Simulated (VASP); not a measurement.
Write the native input for VASP 6.6.1 that does the following.

- Task: relaxation of cell and atoms
- Functional: PBE
- Potentials or basis: VASP PAW PBE potentials, release 64 (Zn)
- Cutoff: 600 eV
- k mesh: 7 × 7 × 7
- Occupations: fermi-dirac, width 0.1 eV
- Spin: no spin polarisation
- Target pressure: 10 GPa
- Dipole correction: no
- Further INCAR settings: ALGO = Normal; EDIFF = 1e-07; IBRION = 2; EDIFFG = -0.02; NSW = 80; ISIF = 3

The structure of Zn lies in POSCAR:

```
Zn
1.0
    0.0000000000      2.7100000000      2.7100000000
    2.7100000000      0.0000000000      2.7100000000
    2.7100000000      2.7100000000      0.0000000000
Zn
2
Direct
    0.0000000000      0.0000000000      0.0000000000
    0.2500000000      0.2500000000      0.2500000000
```

The input as run:

INCAR

```
ALGO = Normal ; EDIFF = 1E-7
EDIFFG = -0.02 ; ENCUT = 600
GGA = PE ; IBRION = 2
ISIF = 3 ; ISMEAR = -1
LASPH = True ; LCHARG = False
LREAL = False ; LWAVE = False
NELM = 80 ; NSW = 80
PREC = Accurate ; PSTRESS = 100.0
SIGMA = 0.1
```

KPOINTS

```
k-points
0
Gamma
  7 7 7
```

Potentials or basis: VASP PAW PBE potentials, release 64 (Zn).

Command:

```bash
$ cat potpaw_PBE.64/Zn/POTCAR > POTCAR
$ mpirun -np 1 vasp_std > vasp.out
```

It gave:

```
Relaxed volume                                         : 20.03 Å³/atom
Relaxed cell                                           : a = 3.841 Å, b = 3.841 Å, c = 3.841 Å, α = 60.00°, β = 60.00°, γ = 60.00°
Space group after relaxing (to 0.05 Å)                 : Fd-3m (No. 227)
Energy change on relaxing (the enthalpy is what falls) : -8.3 meV/atom
Ionic steps                                            : 2
Pressure after relaxing                                : 9.9 GPa
Band gap on the k mesh                                 : zero (band 12 reaches 7.40 eV, above the bottom of band 13 at 0.34 eV)
```

Caveat: the cell is relaxed towards a set pressure, so the enthalpy falls and the energy may rise.

It took 14 s on 1 thread of Intel Xeon 6975P-C, on a shared host, peak memory 0.18 GiB.
